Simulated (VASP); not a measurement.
Crystal: HfTaN2.

```
Hf Ta N
1.0
     1.58632    0.91586    5.13439
    -1.58632    0.91586    5.13439
     0.00000   -1.83172    5.13439
Hf Ta N
1 1 2
Cartesian
  0.0000 0.0000 0.0000
  0.0000 0.0000 7.7016
  0.0000 0.0000 3.8554
  0.0000 0.0000 11.5478
```

| Property | Result |
| --- | --- |
| Program | VASP 6.6.1 |
| Task | relaxation of cell and atoms |
| Functional | PBEsol |
| Potentials or basis | VASP PAW PBE potentials, release 64 (Hf_pv, Ta_pv, N) |
| Cutoff | 600 eV |
| k mesh | 9 × 9 × 9 |
| Occupations | gaussian, width 0.05 eV |
| Spin | no spin polarisation |

At the start: pressure -8.8 GPa; volume 11.19 Å³/atom.

Q: How do energy, volume and symmetry change on relaxing?

A: Over 10 steps the energy falls by 9.7 meV/atom and the volume is 10.87 Å³/atom (-2.9 %); space group R-3m (No. 166, to 0.05 Å).

The path:
```tsv
step	energy change (eV)	largest force (eV/Å)	pressure (GPa)	volume (Å³)
1	0.0000	0.1326	-8.84	44.76
2	0.1367	0.0895	22.86	40.88
3	-0.0372	0.1269	-0.10	43.49
4	-0.0373	0.1261	0.08	43.46
5	-0.0372	0.1259	0.27	43.44
6	-0.0386	0.0452	0.22	43.44
7	-0.0387	0.0012	0.21	43.44
8	-0.0387	0.0043	0.21	43.44
9	-0.0387	0.0019	-0.38	43.52
10	-0.0388	0.0034	-0.02	43.47
```

Final structure:
```cif
data_structure
_symmetry_space_group_name_H-M 'P 1'
_symmetry_Int_Tables_number 1
_cell_length_a 5.4173
_cell_length_b 5.4173
_cell_length_c 5.4173
_cell_angle_alpha 33.641
_cell_angle_beta 33.641
_cell_angle_gamma 33.641
_cell_volume 43.47
loop_
_atom_site_label
_atom_site_type_symbol
_atom_site_fract_x
_atom_site_fract_y
_atom_site_fract_z
_atom_site_occupancy
Hf1 Hf 0.00000 0.00000 0.00000 1
Ta1 Ta 0.50000 0.50000 0.50000 1
N1 N 0.24963 0.24963 0.24963 1
N2 N 0.75037 0.75037 0.75037 1
```

Caveat: the PAW data sets were made with another functional, which shifts forces and pressure a little.
